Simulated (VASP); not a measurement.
Runs of VASP 6.6.1 on BaTiO3. The structure is that of space group Pm-3m (No. 221), or close to it. The cells are those of the table. 

| task | potentials or basis | cell | cutoff (eV) | second run | gap on the mesh (eV) | pressure (GPa) |
| --- | --- | --- | --- | --- | --- | --- |
| single point | VASP PAW PBE potentials, release 64 (Ba_sv, Ti_sv, O_h) | a = 3.655 Å, 5 atoms | 910 | hard_potentials | 2.55 | (a) |
| single point | VASP PAW PBE potentials, release 64 (Ba_sv, Ti_sv, O) | a = 3.655 Å, 5 atoms | 520 | - | 2.54 | 99.1 |
| relaxation of cell and atoms | VASP PAW PBE potentials, release 64 (Ba_sv, Ti_sv, O) | relaxed to 4 GPa from a = 3.970, b = 3.970, c = 4.058 Å, 5 atoms | 600 | - | 2.18 | 4.0 |
| relaxation of cell and atoms | VASP PAW PBE potentials, release 64 (Ba_sv, Ti_sv, O) | relaxed to 90 GPa from a = 3.671 Å, 5 atoms | 600 | - | 2.55 | 90.0 |
| single point | VASP PAW PBE potentials, release 64 (Ba_sv, Ti_sv, O) | a = 3.770 Å, 5 atoms | 520 | - | 2.56 | (b) |
| relaxation of cell and atoms | VASP PAW PBE potentials, release 64 (Ba_sv, Ti_sv, O) | relaxed to 50 GPa from a = 3.770 Å, 5 atoms | 600 | - | 2.56 | 49.9 |

Alike in all rows: level PBE+U; no spin polarisation; Ti d U = 4.0 eV; k mesh 8 × 8 × 8; smearing gaussian 0.02 eV.

Estimate the missing entries.

(a) 98.6; (b) 56.9.

Caveats: spin-orbit coupling is left out, which moves the levels of the heavy elements; the cell is relaxed towards a set pressure, so the enthalpy falls and the energy may rise (some runs); the cutoff is under 1.25 times the usual one of these potentials, so pressure, stress and relaxed cells hold a basis-set (Pulay) error (some runs).

A k mesh can miss the band edges, and the runs leave out spin-orbit coupling on Ba.
